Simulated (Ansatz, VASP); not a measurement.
**KBr in VASP and in Ansatz**

Contents of INCAR:

```
SYSTEM = KBr
PREC = Accurate ; ENCUT = 500
EDIFF = 1E-6 ; ISMEAR = -1
SIGMA = 0.001 ; LREAL = .False.
LASPH = .True. ; NELM = 120
ALGO = Normal ; ISIF = 2
LWAVE = .False. ; LCHARG = .False.
GGA = PE ; NBANDS = 15
GGA_COMPAT = .False.
```

KPOINTS

```
Automatic mesh
0
Gamma
  4 4 4
  0 0 0
```

The input POSCAR:

```
KBr
1.0
    0.0000000000      3.3022478201      3.3022478201
    3.3022478201      0.0000000000      3.3022478201
    3.3022478201      3.3022478201      0.0000000000
K Br
1 1
Direct
    0.0000000000      0.0000000000      0.0000000000
    0.5000000000      0.5000000000      0.5000000000
```

Input for Ansatz:

```yaml
crystal:
  lattice:
    - [0.0, 3.3022478201, 3.3022478201]
    - [3.3022478201, 0.0, 3.3022478201]
    - [3.3022478201, 3.3022478201, 0.0]
  atoms:
    - { symbol: K, position: [0.0, 0.0, 0.0] }
    - { symbol: Br, position: [0.5, 0.5, 0.5] }
kpoints:
  mp_grid: { grid: [4, 4, 4] }
hamiltonian:
  xc: pbe
scf:
  occupations: { method: fermi_dirac, width: 0.001 }
  n_extra_bands: 4
output:
  forces: true
  stress: true
  eigenvalues: true
```

Alike in both runs: task single point; functional PBE; k mesh 4 × 4 × 4; occupations fermi-dirac, width 0.001 eV; no spin polarisation.

|  | VASP | Ansatz |
| --- | --- | --- |
| version | VASP 6.6.1 | Ansatz 0.2.0 |
| potentials or method | VASP PAW PBE potentials, release 64 (K_sv, Br) | plane waves |
| plane-wave cutoff (eV) | 500 | 420 |
| valence electrons in the cell | 16 | 16 |

```tsv
	VASP	Ansatz	Ansatz less VASP
gap on the k mesh at the Fermi level (eV)	4.43	4.43	+0.002
pressure (GPa)	0.7	0.7	-0.03
```
